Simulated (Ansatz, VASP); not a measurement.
## BAs: VASP beside Ansatz

File POSCAR:

```
BAs
1.0
    0.0000000000      2.4636747128      2.3919171969
    2.3919171969      0.0000000000      2.3919171969
    2.3919171969      2.4636747128      0.0000000000
B As
1 1
Direct
    0.0000000000      0.0000000000      0.0000000000
    0.7500000000      0.7500000000      0.7500000000
```

INCAR.step1

```
SYSTEM = BAs
  PREC = Accurate
  ENCUT = 520
  ISMEAR = 0
  SIGMA = 0.05
  LREAL = .False.
  LASPH = .True.
  NELM = 60
  NBANDS = 11
  GGA = PE
  ALGO = Normal
  EDIFF = 1E-4
  LWAVE = .True.
  LCHARG = .False.
```

INCAR.step2

```
SYSTEM = BAs
  PREC = Accurate
  ENCUT = 520
  EDIFF = 1E-7
  ISMEAR = 0
  SIGMA = 0.05
  LREAL = .False.
  LASPH = .True.
  NELM = 60
  ALGO = Normal
  ISIF = 2
  LWAVE = .False.
  LCHARG = .False.
  METAGGA = R2SCAN
  LMIXTAU = .True.
  NBANDS = 11
  ISTART = 1
```

File KPOINTS:

```
regular mesh
0
Gamma
  10 10 10
  0 0 0
```

Input for Ansatz:

```yaml
crystal:
  lattice:
    - [0.0, 2.4636747128, 2.3919171969]
    - [2.3919171969, 0.0, 2.3919171969]
    - [2.3919171969, 2.4636747128, 0.0]
  atoms:
    - { symbol: B, position: [0.0, 0.0, 0.0] }
    - { symbol: As, position: [0.75, 0.75, 0.75] }
basis:
  ecutwfc: 500
kpoints:
  mp_grid: { grid: [10, 10, 10] }
hamiltonian:
  xc: r2scan
scf:
  occupations: { method: gaussian, width: 0.05 }
output:
  forces: true
  stress: true
  eigenvalues: true
```

Change from the starting cell: strain +0.0300 x Voigt [0, 1, 0, 0, 0, 0], atoms carried along.

Alike in both runs: task single point; functional r2SCAN; k mesh 10 × 10 × 10; occupations gaussian, width 0.05 eV; no spin polarisation.

```csv
,VASP,Ansatz
version,VASP 6.6.1,Ansatz 0.2.0
potentials or method,"VASP PAW PBE potentials, release 64 (B, As), cutoff 520 eV","scalar-relativistic, plane waves, PAW"
valence electrons in the cell,8,18
```

```tsv
	VASP	Ansatz	Ansatz less VASP
gap on the k mesh at the Fermi level (eV)	1.17	1.17	-0.001
least direct gap on the mesh (eV)	3.24	3.24	-0.004
pressure (GPa)	-3.7	-3.9	-0.18
traceless stress, the component that is largest in VASP (GPa)	-4.44	-4.44	-0.004
```

VASP's potentials were made for PBE, not for r2SCAN. VASP's potentials hold 8 valence electrons a cell and Ansatz's 18, so a difference there can come from the potentials and not from the codes.
